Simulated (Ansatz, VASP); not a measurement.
Two plane-wave programs on SnSe

```
CELL_PARAMETERS angstrom
4.25657 0.00000 0.00000
0.00000 4.25657 0.00000
0.00000 0.00000 10.91693
ATOMIC_POSITIONS crystal
Sn 0.00000 0.50000 0.62777
Sn 0.50000 0.00000 0.37223
Se 0.00000 0.50000 0.38396
Se 0.50000 0.00000 0.61604
```

Alike in both runs: task single point; functional r2SCAN; k mesh 6 × 6 × 3; occupations fermi-dirac, width 0.05 eV; no spin polarisation.

|  | VASP | Ansatz |
| --- | --- | --- |
| version | VASP 6.6.1 | Ansatz 0.2.0 |
| potentials or method | VASP PAW PBE potentials, release 64 (Sn_d, Se) | Ansatz PAW |
| plane-wave cutoff (eV) | 520 | 500 |
| valence electrons in the cell | 40 | 60 |

Ansatz gave:

| Quantity | Value |
| --- | --- |
| gap on the k mesh at the Fermi level (eV) | 1.75 |
| least direct gap on the mesh (eV) | 1.75 |
| rms of the force components (eV/Å) | 0.074 |

Problem. Estimate VASP's values.

Solution. gap on the k mesh at the Fermi level (eV): 1.75; least direct gap on the mesh (eV): 1.75; rms of the force components (eV/Å): 0.082.

VASP's potentials were made for PBE, not for r2SCAN. Atom by atom the forces differ by 0.008 eV/Å (rms over components). The functional is the same, so the differences come from potentials, cutoffs and numerics. VASP's potentials hold 40 valence electrons a cell and Ansatz's 60, so a difference there can come from the potentials and not from the codes.

Noted on Ansatz's run: odd divisions of the mesh miss points on the zone boundary, where band edges often lie, so the gap on the mesh can be too wide.
